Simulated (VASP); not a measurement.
Write the native input for VASP 6.6.1 that does the following.

```
Task                   : electric field gradients
Functional             : LDA
Potentials or basis    : VASP PAW LDA potentials, release 64 (Cd, Se)
Cutoff                 : 520 eV
k mesh                 : 8 × 8 × 8
Occupations            : fermi-dirac, width 0.15 eV
Spin                   : non-collinear spin, typed start, spin-orbit coupling
Starting moments       : [[0.5, 0.0, 0.0], [0.0, 0.0, 0.0]] μB
Dipole correction      : no
Further INCAR settings : ALGO = Normal; EDIFF = 1e-08; NBANDS = 30
```

The structure of CdSe lies in POSCAR:

```
CdSe
1.0
    0.0000000000      2.8739580000      2.8739580000
    2.8739580000      0.0000000000      2.8739580000
    2.8739580000      2.8739580000      0.0000000000
Cd Se
1 1
Direct
    0.0000000000      0.0000000000      0.0000000000
    0.5000000000      0.5000000000      0.5000000000
```

One way to write it, as run:

INCAR

```
SYSTEM = CdSe
PREC     = Accurate       ! precision mode
ENCUT    = 520            ! plane-wave cutoff, eV
EDIFF    = 1E-8           ! SCF threshold, eV
ISMEAR   = -1             ! smearing method
SIGMA    = 0.15           ! smearing width, eV
LREAL    = .False.        ! projectors in reciprocal space
LASPH    = .True.         ! aspherical terms in the spheres
NELM     = 150            ! most SCF steps
ALGO     = Normal         ! electronic algorithm
ISIF     = 2              ! what is computed and relaxed
LWAVE    = .False.        ! write WAVECAR
LCHARG   = .False.        ! write CHGCAR
MAGMOM   = 0.5 0 0 0 0 0  ! initial moments
LORBIT   = 11             ! projections on sites
LSORBIT  = .True.         ! spin-orbit coupling
GGA_COMPAT= .False.      
LORBMOM  = .True.       
GGA      = CA             ! functional
LEFG     = .True.       
NBANDS   = 30             ! bands
```

KPOINTS

```
regular mesh
0
Gamma
  8 8 8
  0 0 0
```

Potentials or basis: VASP PAW LDA potentials, release 64 (Cd, Se).

Command:

```console
$ cat potpaw_LDA.64/Cd/POTCAR potpaw_LDA.64/Se/POTCAR > POTCAR
$ mpirun -np 1 vasp_ncl > vasp.out
```

Results of the run:

```yaml
Pressure: -5.5 GPa
Net_moment: 0.00 μB per cell
Largest_electric_field_gradient_by_atom: under 0.05 V/Å² on every atom
Valence_electrons_inside_the_program's_atomic_spheres: Cd 10.21; Se 3.80
```

Caveat: the cell stands under tension.

It took 6.6 min on 1 thread of Intel Xeon 8259CL (shared host), peak memory 0.33 GiB.
